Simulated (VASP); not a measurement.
# Sr (Im-3m) in VASP: single point with PBEsol

Aim: the single point of Sr with PBEsol.

Everything below comes from runs of VASP 6.6.1. Logs are shortened: lines on timing, memory, paths and dates and some standing lists are left out, and cuts for length are marked.

**1. The cell of the first run**

The structure is cubic, space group Im-3m (No. 229). Conventional cell: a = 4.870 Å, b = 4.870 Å, c = 4.870 Å, α = 90.00°, β = 90.00°, γ = 90.00°. Sr (site symmetry m-3m) has 14 Sr at 4.22 to 4.87 Å within 5.5 Å.

**2. Single point, PBEsol**

File INCAR:

```
PREC     = Accurate       # precision mode
ENCUT    = 500            # plane-wave cutoff, eV
EDIFF    = 1E-6           # SCF threshold, eV
ISMEAR   = -1             # smearing method
SIGMA    = 0.3            # smearing width, eV
LREAL    = False          # projectors in reciprocal space
LASPH    = True           # aspherical terms in the spheres
NELM     = 120            # most SCF steps
ALGO     = Normal         # electronic algorithm
ISIF     = 2              # what is computed and relaxed
LWAVE    = False          # write WAVECAR
LCHARG   = True           # write CHGCAR
GGA      = PS             # functional
LELF     = True           # ELF
LVHAR    = True         
NBANDS   = 11             # bands
GGA_COMPAT= False
```

File KPOINTS:

```
Automatic mesh
0
Gamma
  5 5 5
  0.5 0.5 0.5
```

File POSCAR:

```
Sr
1.0
   -2.4350000000      2.4350000000      2.4350000000
    2.4350000000     -2.4350000000      2.4350000000
    2.4350000000      2.4350000000     -2.4350000000
Sr
1
Direct
    0.0000000000      0.0000000000      0.0000000000
```

Potentials or basis: VASP PAW PBE potentials, release 64 (Sr_sv).

Command:

```bash
$ cat potpaw_PBE.64/Sr_sv/POTCAR > POTCAR
$ mpirun -np 1 vasp_std > vasp.out
```

OUTCAR:

```text
PREC = Accurate
   ENCUT = 500
   EDIFF = 1E-6
   ISMEAR = -1
   LREAL = False
   LASPH = True
   NELM = 120
   ISIF = 2
   GGA = PS

 ion  position               nearest neighbor table
   1  0.000  0.000  0.000-

  LATTYP: Found a body centered cubic cell.
 ALAT       =     4.8700000000

  Lattice vectors:

 A1 = (  -2.4350000000,   2.4350000000,   2.4350000000)
 A2 = (   2.4350000000,  -2.4350000000,   2.4350000000)
 A3 = (   2.4350000000,   2.4350000000,  -2.4350000000)

Analysis of symmetry for initial positions (statically):
=====================================================================
 Subroutine PRICEL returns:
 Original cell was already a primitive cell.

 Routine SETGRP: Setting up the symmetry group for a
 body centered cubic supercell.

 Subroutine GETGRP returns: Found 48 space group operations
 (whereof 48 operations were pure point group operations)
 out of a pool of 48 trial point group operations.

The static configuration has the point symmetry O_h .

Analysis of symmetry for dynamics (positions and initial velocities):
=====================================================================
 Subroutine PRICEL returns:
 Original cell was already a primitive cell.

 Routine SETGRP: Setting up the symmetry group for a
 body centered cubic supercell.

 Subroutine GETGRP returns: Found 48 space group operations
 (whereof 48 operations were pure point group operations)
 out of a pool of 48 trial point group operations.

The dynamic configuration has the point symmetry O_h .

 Subroutine INISYM returns: Found 48 space group operations
 (whereof 48 operations are pure point group operations),
 and found     1 'primitive' translations

----------------------------------------------------------------------------------------

                                     Primitive cell

  volume of cell :      57.7507

  direct lattice vectors                    reciprocal lattice vectors
    -2.435000000  2.435000000  2.435000000     0.000000000  0.205338809  0.205338809
     2.435000000 -2.435000000  2.435000000     0.205338809  0.000000000  0.205338809
     2.435000000  2.435000000 -2.435000000     0.205338809  0.205338809  0.000000000

  length of vectors
     4.217543716  4.217543716  4.217543716     0.290392929  0.290392929  0.290392929

  position of ions in fractional coordinates (direct lattice)
     0.000000000  0.000000000  0.000000000
[... 64 lines left out ...]
   NSW    =      0    number of steps for IOM
   IBRION =     -1    ionic relax: 0-MD 1-quasi-New 2-CG
   NFREE  =      0    steps in history (QN), initial steepest desc. (CG)
   ISIF   =      2    stress and relaxation
   ISYM   =      2    0-nonsym 1-usesym 2-fastsym
   POTIM  = 0.5000    time-step for ionic-motion
   TEBEG  =    0.0;   TEEND  =   0.0 temperature during run
   PSTRESS=    0.0 pullay stress
   NELECT =      10.0000    total number of electrons
   NUPDOWN=      -1.0000    fix difference up-down
   EMIN   =  10.00;   EMAX   =-10.00  energy-range for DOS
   EFERMI =   0.00;   METHOD = LEGACY
   ISMEAR =    -1;   SIGMA  =   0.30  broadening in eV -4-tet -1-fermi 0-gaus
   EFERMI_NEDOS =   21; number of points for ismear=-14 and -15
   IALGO  =     38    algorithm
   IMIX   =      4    mixing-type and parameters
     AMIX     =   0.40;   BMIX     =  1.00
     AMIX_MAG =   1.60;   BMIX_MAG =  1.00
  volume/ion in A,a.u.               =      57.75       389.72
  Fermi-wavevector in a.u.,A,eV,Ry     =   0.912478  1.724334 11.328437  0.832617
  Thomas-Fermi vector in A             =   2.036879
   LORBIT       =      0    0 simple, 1 ext, 2 COOP (PROOUT), +10 PAW based schemes
   GGA     = PS    functional components
   LHFCALC =     F    Hartree Fock is set to
   AEXX    =    0.0000 exact exchange contribution
   IVDW    =     0    specifies the selected vdW correction
   LEPSILON=     F    determine dielectric tensor
   LRPA    =     F    only Hartree local field effects (RPA)
 non-spin polarized calculation
  energy-cutoff  :      500.00
  volume of cell :       57.75
 maximum number of plane-waves:      1469
 NGX is ok and might be reduce to    32
   NGX = 15   NGY = 15   NGZ = 15

 number of electron      10.0000000 magnetization

 Free energy of the ion-electron system (eV)
  ---------------------------------------------------
  ext. energy  EPLUGINS =         0.00000000
  ---------------------------------------------------
  free energy    TOTEN  =        -2.01674229 eV

  energy without entropy =       -1.62874642  energy(sigma->0) =       -1.82274435

 E-fermi :   1.2015     XC(G=0):  -7.2774

 val. band max:        0.6205527056   @ k =  -0.3000   0.5000   0.1000
 cond. band min:       1.2730069845   @ k =   0.5000   0.5000   0.5000
 fundamental gap:      0.6524542789
 Fermi energy:         1.2014945926

 k-point     1 :       0.1000    0.1000    0.1000
  band No.  band energies     occupation
      1     -35.2723      2.00000
      2     -17.2715      2.00000
      3     -17.1997      2.00000
      4     -17.1997      2.00000
      5      -1.3099      1.99954
      6       2.8547      0.00806
      7       2.8547      0.00806
      8       4.6548      0.00002
      9       4.8845      0.00001
     10       4.8845      0.00001
     11       9.3210      0.00000
[... 113 lines left out ...]
 k-point    10 :       0.5000    0.5000    0.5000
  band No.  band energies     occupation
      1     -35.2564      2.00000
      2     -17.3090      2.00000
      3     -17.3090      2.00000
      4     -17.3090      2.00000
      5       1.2730      0.88137
      6       1.2730      0.88137
      7       4.7568      0.00001
      8       4.7568      0.00001
      9       4.7568      0.00001
     10       6.1604      0.00000
     11       6.1604      0.00000

------------------------ aborting loop because EDIFF is reached ----------------------------------------

  FORCE on cell =-STRESS in cart. coord.  units (eV):
  Direction    XX          YY          ZZ          XY          YZ          ZX
  --------------------------------------------------------------------------------------
  -------------------------------------------------------------------------------------
  Total       -0.3618996     -0.3618996     -0.3618996      0.0000000     -0.0000000      0.0000000
  in kB      -10.0401882    -10.0401882    -10.0401882      0.0000000     -0.0000000      0.0000000
  external PRESSURE =     -10.0401882 kB  Pullay stress =       0.0000000 kB

 VOLUME and BASIS-vectors are now :
 -----------------------------------------------------------------------------
  energy-cutoff  :      500.00
  volume of cell :       57.75
      direct lattice vectors                 reciprocal lattice vectors
    -2.435000000  2.435000000  2.435000000     0.000000000  0.205338809  0.205338809
     2.435000000 -2.435000000  2.435000000     0.205338809  0.000000000  0.205338809
     2.435000000  2.435000000 -2.435000000     0.205338809  0.205338809  0.000000000

 POSITION                                       TOTAL-FORCE (eV/Angst)
 -----------------------------------------------------------------------------------
      0.00000      0.00000      0.00000         0.000000      0.000000      0.000000
 -----------------------------------------------------------------------------------
    total drift:                                0.000000      0.000000     -0.000000

  FREE ENERGIE OF THE ION-ELECTRON SYSTEM (eV)
  ---------------------------------------------------
  free  energy   TOTEN  =        -2.0167422916 eV

  energy  without entropy=       -1.6287464164  energy(sigma->0) =       -1.82274435
```

It took 12 s on 1 thread of Intel Xeon 8259CL, shared host; peak memory 0.17 GiB.

What came out:

| Property | Result |
| --- | --- |
| Free energy | -2.0167 eV |
| Pressure | -1.0 GPa |
| Band gap on the k mesh | zero (band 5 reaches 1.57 eV, above the bottom of band 6 at 1.27 eV) |

Caveat: the k points lie up to 0.36 Å⁻¹ apart; the PAW data sets were made with another functional, which shifts forces and pressure a little.
